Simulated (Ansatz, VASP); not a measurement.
One calculation of AlN, two programs

```
Al N
1.0
     3.29235    0.08659    0.00000
    -1.57119    2.80796    0.00000
     0.00000    0.00000    4.13696
Al N
2 2
Direct
  0.32880 0.66690 0.25000
  0.67120 0.33310 0.75000
  0.67457 0.33259 0.25000
  0.32543 0.66741 0.75000
```

Change from the starting cell: shear_xy strain +5.3%.

Alike in both runs: task single point; functional HSE06; k mesh 6 × 6 × 4; no spin polarisation.

```csv
,VASP,Ansatz
version,VASP 6.6.1,Ansatz 0.2.0
potentials or method,"VASP PAW PBE potentials, release 64 (Al, N)","plane waves, PAW"
plane-wave cutoff (eV),520,420
occupations,"gaussian, width 0.01 eV",fixed
valence electrons in the cell,16,16
```

VASP gave:

- gap on the k mesh at the Fermi level (eV): 4.74
- pressure (GPa): -0.9
- traceless stress, the component that is largest in VASP (GPa): -4.85

Which values does Ansatz return?

gap on the k mesh at the Fermi level (eV): 4.73; pressure (GPa): -0.9; traceless stress, the component that is largest in VASP (GPa): -4.80.

Ansatz's warnings: stress exchange threshold loose, stress scf threshold loose.
